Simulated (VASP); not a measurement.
## TiCo2: single point with PBEsol

TiCo2:

```xyz
6
Lattice="0.0000 3.2780 3.2780 3.2780 0.0000 3.2780 3.2780 3.2780 0.0000" Properties=species:S:1:pos:R:3 pbc="T T T"
Ti    3.2780    3.2780    3.2780
Ti    4.9170    4.9170    4.9170
Co    0.8195    0.8195    0.8195
Co    0.8195    2.4585    2.4585
Co    2.4585    2.4585    0.8195
Co    2.4585    0.8195    2.4585
```

```json
{
 "Program": "VASP 6.6.1",
 "Task": "single point",
 "Functional": "PBEsol",
 "Potentials or basis": "VASP PAW PBE potentials, release 64 (Ti_sv, Co)",
 "Cutoff": "520 eV",
 "k mesh": "2 × 2 × 2",
 "Occupations": "gaussian, width 0.1 eV",
 "Spin": "collinear spin, ferrimagnetic start",
 "Starting moments": "[-0.31, -0.31, 0.82, 0.82, 0.82, 0.82] μB",
 "Dipole correction": "no",
 "Further INCAR settings": "ALGO = Normal; EDIFF = 1e-06; NBANDS = 43"
}
```

The pressure is -0.6 GPa. The net moment is 0.81 μB per cell, the site moments are Ti +0.18; Co +0.09 μB and the valence electrons inside the program's atomic spheres are Ti 10.26; Co 8.54.

Levels at points of the mesh, in eV from the Fermi level:
Spin up:
```csv
k point,band 27,band 28,band 29,band 30,band 31,band 32,band 33,band 34,band 35,band 36
"(0.00, 0.00, 0.00)",-0.52,-0.52,-0.43,-0.43,-0.43,1.02,1.02,1.02,1.04,1.04
"(0.50, 0.00, 0.00)",-0.49,-0.21,-0.21,0.05,0.05,0.46,0.46,0.87,1.04,1.20
"(0.50, 0.50, 0.00)",-0.38,-0.38,-0.38,-0.38,-0.04,-0.04,0.86,0.86,1.60,1.60
```
Spin down:
```
           k point  band 27  band 28  band 29  band 30  band 31  band 32  band 33  band 34
(0.00, 0.00, 0.00)    -0.40    -0.40    -0.31    -0.31    -0.31     1.12     1.12     1.12
(0.50, 0.00, 0.00)    -0.37    -0.10    -0.10     0.21     0.21     0.58     0.58     0.97
(0.50, 0.50, 0.00)    -0.31    -0.31    -0.27    -0.27     0.12     0.12     1.05     1.05
```

Wall time 51 s on 1 thread of Intel Xeon 6975P-C, on a shared host, peak memory 0.24 GiB.

Caveat: the k points lie up to 0.83 Å⁻¹ apart; the PAW data sets were made with another functional, which shifts forces and pressure a little.
